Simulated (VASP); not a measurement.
A run of VASP 6.6.1:

INCAR

```
PREC = Accurate ; ENCUT = 600
EDIFF = 1E-6 ; ISMEAR = 0
SIGMA = 0.1 ; LREAL = False
LASPH = True ; NELM = 120
ALGO = Normal ; ISIF = 2
LWAVE = False ; LCHARG = False
GGA = PE ; NBANDS = 11
GGA_COMPAT = False
```

Contents of KPOINTS:

```
regular mesh
0
Gamma
  8 8 8
```

Contents of POSCAR:

```
AlN
1.0
    0.0000000000      2.0268956451      2.0268956451
    2.0268956451      0.0000000000      2.0268956451
    2.0268956451      2.0268956451      0.0000000000
Al N
1 1
Direct
    0.0000000000      0.0000000000      0.0000000000
    0.5000000000      0.5000000000      0.5000000000
```

Potentials or basis: VASP PAW PBE potentials, release 64 (Al, N).

Run with:

```console
$ cat potpaw_PBE.64/Al/POTCAR potpaw_PBE.64/N/POTCAR > POTCAR
$ mpirun -np 1 vasp_std > vasp.out
```

Hardware: 1 thread of AMD EPYC 9R45 96-Core Processor (Zen 5), with other jobs on the host.

**Question.** Estimate the wall time of this run.

**Answer.** Run time: 4.6 s on 1 thread of AMD EPYC 9R45 96-Core Processor (Zen 5) (shared host), peak memory 0.1 GiB. Counts: scf iterations 12, k points 29.
